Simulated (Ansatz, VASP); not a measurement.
## Two plane-wave programs on ZnO2

```
Zn O
1.0
     4.67068    0.00000    0.00000
     0.00000    4.67068    0.00000
     0.00000    0.00000    4.67068
Zn O
4 8
Direct
  0.00000 0.50000 0.50000
  0.50000 0.50000 0.00000
  0.50000 0.00000 0.50000
  0.00000 0.00000 0.00000
  0.41241 0.08759 0.91241
  0.08759 0.91241 0.41241
  0.91241 0.41241 0.08759
  0.58759 0.58759 0.58759
  0.41241 0.41241 0.41241
  0.08759 0.58759 0.91241
  0.91241 0.08759 0.58759
  0.58759 0.91241 0.08759
```

Alike in both runs: task single point; functional LDA; k mesh 6 × 6 × 6; occupations gaussian, width 0.05 eV; no spin polarisation.

|  | VASP | Ansatz |
| --- | --- | --- |
| version | VASP 6.6.1 | Ansatz 0.2.0 |
| potentials or method | VASP PAW LDA potentials, release 64 (Zn, O), cutoff 520 eV | scalar-relativistic, plane waves, PAW |
| valence electrons in the cell | 96 | 96 |

```csv
,VASP,Ansatz,Ansatz less VASP
gap on the k mesh at the Fermi level (eV),2.61,2.64,+0.023
least direct gap on the mesh (eV),2.79,2.81,+0.028
pressure (GPa),21.7,19.2,-2.53
rms of the force components (eV/Å),0.460,0.287,-0.1726
```

Ansatz warns that its potentials were made for another functional, while VASP's fit it. LDA's correlation is that of Perdew and Zunger in VASP and of Perdew and Wang (1992) in Ansatz. Atom by atom the forces differ by 0.173 eV/Å (rms over components).
